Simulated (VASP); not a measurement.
# TiO2 (P2_1/m) in VASP: a series of runs, part 2 of 2

VASP 6.6.1.

## 3. Single point, PBEsol

Input file INCAR:

```
SYSTEM = TiO2
PREC = Accurate ; ENCUT = 520
EDIFF = 1E-7 ; ISMEAR = 0
SIGMA = 0.05 ; LREAL = .False.
LASPH = .True. ; NELM = 80
ALGO = Normal ; ISIF = 2
LWAVE = .False. ; LCHARG = .False.
GGA = PS ; NBANDS = 60
```

Input file KPOINTS:

```
regular mesh
0
Gamma
  7 7 3
  0 0 0
```

Input file POSCAR:

```
TiO2
1.0
   -3.7706690430      0.0000000000      0.0000000000
    0.0000000000     -3.7706690430      0.0000000000
   -1.1312007129      0.0000000000      9.5463353711
Ti O
4 8
Direct
   -0.2625000000      0.0000000000      0.8750000000
    0.3875000000      0.5000000000      0.3750000000
    0.3125000000      0.0000000000      0.6250000000
   -0.0375000000      0.5000000000      0.1250000000
    0.3252141001      0.5000000000      0.5826196664
    0.9752141001      1.0000000000      0.0826196664
    0.2502141001      0.0000000000      0.8326196664
    0.9002141001      0.5000000000      0.3326196664
    0.3747858999      0.0000000000      0.4173803336
   -0.2752141001      0.5000000000      0.9173803336
   -0.2002141001      0.0000000000      0.6673803336
    0.4497858999      0.5000000000      0.1673803336
```

Potentials or basis: VASP PAW PBE potentials, release 64 (Ti_sv, O).

Launch:

```sh
cat potpaw_PBE.64/Ti_sv/POTCAR potpaw_PBE.64/O/POTCAR > POTCAR
mpirun -np 1 vasp_std > vasp.out
```

OUTCAR:

```text
SYSTEM = TiO2
   PREC = Accurate
   ENCUT = 520
   EDIFF = 1E-7
   ISMEAR = 0
   LREAL = .False.
   LASPH = .True.
   NELM = 80
   ISIF = 2
   GGA = PS

 ion  position               nearest neighbor table
   1  0.737  0.000  0.875-   7 1.93  10 1.93  10 1.93   7 1.93  11 1.98   6 2.28
   2  0.388  0.500  0.375-   8 1.93   9 1.93   9 1.93   8 1.93  12 1.98   5 1.98
   3  0.312  0.000  0.625-  11 1.93   5 1.93   5 1.93  11 1.93   9 1.98   7 1.98
   4  0.962  0.500  0.125-  12 1.93   6 1.93   6 1.93  12 1.93   8 1.98  10 2.28
   5  0.325  0.500  0.583-   3 1.93   3 1.93   2 1.98
   6  0.975  0.000  0.083-   4 1.93   4 1.93   1 2.28
   7  0.250  0.000  0.833-   1 1.93   1 1.93   3 1.98
   8  0.900  0.500  0.333-   2 1.93   2 1.93   4 1.98
   9  0.375  0.000  0.417-   2 1.93   2 1.93   3 1.98
  10  0.725  0.500  0.917-   1 1.93   1 1.93   4 2.28
  11  0.800  0.000  0.667-   3 1.93   3 1.93   1 1.98
  12  0.450  0.500  0.167-   4 1.93   4 1.93   2 1.98

  LATTYP: Found a simple monoclinic cell.
 ALAT       =     3.7706690430
 B/A-ratio  =     1.0000000000
 C/A-ratio  =     2.5494475659
 COS(beta)  =    -0.1176725515

  Lattice vectors:

 A1 = (  -3.7706690430,   0.0000000000,   0.0000000000)
 A2 = (   0.0000000000,   3.7706690430,   0.0000000000)
 A3 = (   1.1312007129,   0.0000000000,  -9.5463353711)

Analysis of symmetry for initial positions (statically):
=====================================================================
 Subroutine PRICEL returns:
 Original cell was already a primitive cell.

 Routine SETGRP: Setting up the symmetry group for a
 simple monoclinic supercell.

 Subroutine GETGRP returns: Found  4 space group operations
 (whereof  2 operations were pure point group operations)
 out of a pool of  4 trial point group operations.

The static configuration has the point symmetry C_1h.
 The point group associated with its full space group is C_2h.

Analysis of symmetry for dynamics (positions and initial velocities):
=====================================================================
 Subroutine PRICEL returns:
 Original cell was already a primitive cell.

 Routine SETGRP: Setting up the symmetry group for a
 simple monoclinic supercell.

 Subroutine GETGRP returns: Found  4 space group operations
 (whereof  2 operations were pure point group operations)
 out of a pool of  4 trial point group operations.

The dynamic configuration has the point symmetry C_1h.
 The point group associated with its full space group is C_2h.

 Subroutine INISYM returns: Found  4 space group operations
 (whereof  2 operations are pure point group operations),
 and found     1 'primitive' translations

----------------------------------------------------------------------------------------

                                     Primitive cell

  volume of cell :     135.7293

  direct lattice vectors                    reciprocal lattice vectors
    -3.770669043  0.000000000  0.000000000    -0.265204925  0.000000000 -0.031425672
     0.000000000 -3.770669043  0.000000000     0.000000000 -0.265204925  0.000000000
    -1.131200713  0.000000000  9.546335371     0.000000000  0.000000000  0.104752239

  length of vectors
     3.770669043  3.770669043  9.613123013     0.267060340  0.265204925  0.104752239
[... 84 lines left out ...]
   number of dos      NEDOS =    301   number of ions     NIONS =     12
   total plane-waves  NPLWV =  56448
   dimension x,y,z NGX =    28 NGY =   28 NGZ =   72
   dimension x,y,z NGXF=    56 NGYF=   56 NGZF=  144
   ions per type =               4   8
   NGX,Y,Z   is equivalent  to a cutoff of  12.34, 12.34, 12.45 a.u.
   NGXF,Y,Z  is equivalent  to a cutoff of  24.69, 24.69, 24.90 a.u.
 SYSTEM =  TiO2
   PREC   = accura    normal or accurate (medium, high low for compatibility)
   ISTART =      0    job   : 0-new  1-cont  2-samecut
   ICHARG =      2    charge: 1-file 2-atom 10-const
   ISPIN  =      1    spin polarized calculation?
   LNONCOLLINEAR =      F non collinear calculations
   LSORBIT =      F    spin-orbit coupling
   LASPH  =      T    aspherical Exc in radial PAW
   ENCUT  =  520.0 eV  38.22 Ry    6.18 a.u.   7.01  7.01 17.87*2*pi/ulx,y,z
   NELM   =     80;   NELMIN=  2; NELMDL= -5     # of ELM steps
   EDIFF  = 0.1E-06   stopping-criterion for ELM
   LREAL  =      F    real-space projection
   EDIFFG = 0.1E-05   stopping-criterion for IOM
   NSW    =      0    number of steps for IOM
   IBRION =     -1    ionic relax: 0-MD 1-quasi-New 2-CG
   NFREE  =      0    steps in history (QN), initial steepest desc. (CG)
   ISIF   =      2    stress and relaxation
   ISYM   =      2    0-nonsym 1-usesym 2-fastsym
   POTIM  = 0.5000    time-step for ionic-motion
   TEBEG  =    0.0;   TEEND  =   0.0 temperature during run
   PSTRESS=    0.0 pullay stress
   NELECT =      96.0000    total number of electrons
   NUPDOWN=      -1.0000    fix difference up-down
   EMIN   =  10.00;   EMAX   =-10.00  energy-range for DOS
   EFERMI =   0.00;   METHOD = LEGACY
   ISMEAR =     0;   SIGMA  =   0.05  broadening in eV -4-tet -1-fermi 0-gaus
   EFERMI_NEDOS =   21; number of points for ismear=-14 and -15
   IALGO  =     38    algorithm
   IMIX   =      4    mixing-type and parameters
     AMIX     =   0.40;   BMIX     =  1.00
     AMIX_MAG =   1.60;   BMIX_MAG =  1.00
  volume/ion in A,a.u.               =      11.31        76.33
  Fermi-wavevector in a.u.,A,eV,Ry     =   1.458615  2.756383 28.947188  2.127558
  Thomas-Fermi vector in A             =   2.575279
   LORBIT       =      0    0 simple, 1 ext, 2 COOP (PROOUT), +10 PAW based schemes
   GGA     = PS    functional components
   LHFCALC =     F    Hartree Fock is set to
   AEXX    =    0.0000 exact exchange contribution
   IVDW    =     0    specifies the selected vdW correction
   LEPSILON=     F    determine dielectric tensor
   LRPA    =     F    only Hartree local field effects (RPA)
 non-spin polarized calculation
 Gauss-broadening in eV      SIGMA  =   0.05
  energy-cutoff  :      520.00
  volume of cell :      135.73
 maximum number of plane-waves:      3675
   NGX = 15   NGY = 15   NGZ = 35

 number of electron      95.9999961 magnetization

 Free energy of the ion-electron system (eV)
  ---------------------------------------------------
  ext. energy  EPLUGINS =         0.00000000
  ---------------------------------------------------
  free energy    TOTEN  =      -111.56749964 eV

  energy without entropy =     -111.56749964  energy(sigma->0) =     -111.56749964

 E-fermi :   3.9152     XC(G=0): -11.0822

 val. band max:        3.5601679505   @ k =   0.4286   0.4286   0.0000
 cond. band min:       5.4901450444   @ k =   0.0000   0.0000   0.3333
 fundamental gap:      1.9299770938
 Fermi energy:         3.9152201679

 k-point     1 :       0.0000    0.0000    0.0000
  band No.  band energies     occupation
      1     -52.7854      2.00000
      2     -52.7708      2.00000
      3     -52.7408      2.00000
      4     -52.7114      2.00000
      5     -29.3357      2.00000
      6     -29.2175      2.00000
[... 1501 lines left out ...]
     59       7.3879      0.00000
     60       7.6129      0.00000

 [... further k-points ...]

------------------------ aborting loop because EDIFF is reached ----------------------------------------

  FORCE on cell =-STRESS in cart. coord.  units (eV):
  Direction    XX          YY          ZZ          XY          YZ          ZX
  --------------------------------------------------------------------------------------
  -------------------------------------------------------------------------------------
  Total       -0.3588995     -5.6234706     -1.3915992      0.0000000      0.0000000      4.1190129
  in kB       -4.2365267    -66.3806486    -16.4267349      0.0000000      0.0000000     48.6217083
  external PRESSURE =     -29.0146368 kB  Pullay stress =       0.0000000 kB

 VOLUME and BASIS-vectors are now :
 -----------------------------------------------------------------------------
  energy-cutoff  :      520.00
  volume of cell :      135.73
      direct lattice vectors                 reciprocal lattice vectors
    -3.770669043  0.000000000  0.000000000    -0.265204925  0.000000000 -0.031425672
     0.000000000 -3.770669043  0.000000000     0.000000000 -0.265204925  0.000000000
    -1.131200713  0.000000000  9.546335371     0.000000000  0.000000000  0.104752239

 POSITION                                       TOTAL-FORCE (eV/Angst)
 -----------------------------------------------------------------------------------
     -3.77067      0.00000      8.35304        -0.356174      0.000000      0.231379
     -1.88533     -1.88533      3.57988         0.014218      0.000000     -0.169364
     -1.88533      0.00000      5.96646        -0.014218      0.000000      0.169364
     -3.77067     -1.88533      1.19329         0.356174      0.000000     -0.231379
     -1.88533     -1.88533      5.56188         0.007348      0.000000      0.019252
     -3.77067      0.00000      0.78872         0.545985      0.000000     -0.393165
     -1.88533      0.00000      7.94847        -0.536774      0.000000     -0.901294
     -3.77067     -1.88533      3.17530         0.079571      0.000000     -0.462095
     -1.88533      0.00000      3.98445        -0.007348      0.000000     -0.019252
     -3.77067     -1.88533      8.75762        -0.545985      0.000000      0.393165
     -3.77067      0.00000      6.37104        -0.079571      0.000000      0.462095
     -1.88533     -1.88533      1.59787         0.536774      0.000000      0.901294
 -----------------------------------------------------------------------------------
    total drift:                               -0.000015     -0.000000     -0.000006

  FREE ENERGIE OF THE ION-ELECTRON SYSTEM (eV)
  ---------------------------------------------------
  free  energy   TOTEN  =      -111.5674996378 eV

  energy  without entropy=     -111.5674996378  energy(sigma->0) =     -111.56749964
```

It took 11 min on 1 thread of Intel Xeon 8259CL, shared host; peak memory 0.39 GiB.

Results:

- Free energy: -111.5675 eV
- Pressure: -2.9 GPa
- Largest force: 1.049 eV/Å
- Band gap on the k mesh: 1.93 eV (least direct gap 2.29 eV)

Forces in eV/Å, atoms in the order of the input:
```
Ti  -0.356  0.000  0.231
Ti   0.014  0.000 -0.169
Ti  -0.014  0.000  0.169
Ti   0.356  0.000 -0.231
O    0.007  0.000  0.019
O    0.546  0.000 -0.393
O   -0.537  0.000 -0.901
O    0.080  0.000 -0.462
O   -0.007  0.000 -0.019
O   -0.546  0.000  0.393
O   -0.080  0.000  0.462
O    0.537  0.000  0.901
```

Caveat: the PAW data sets were made with another functional, which shifts forces and pressure a little; an odd mesh through Γ misses points on the zone boundary, where band edges can lie.
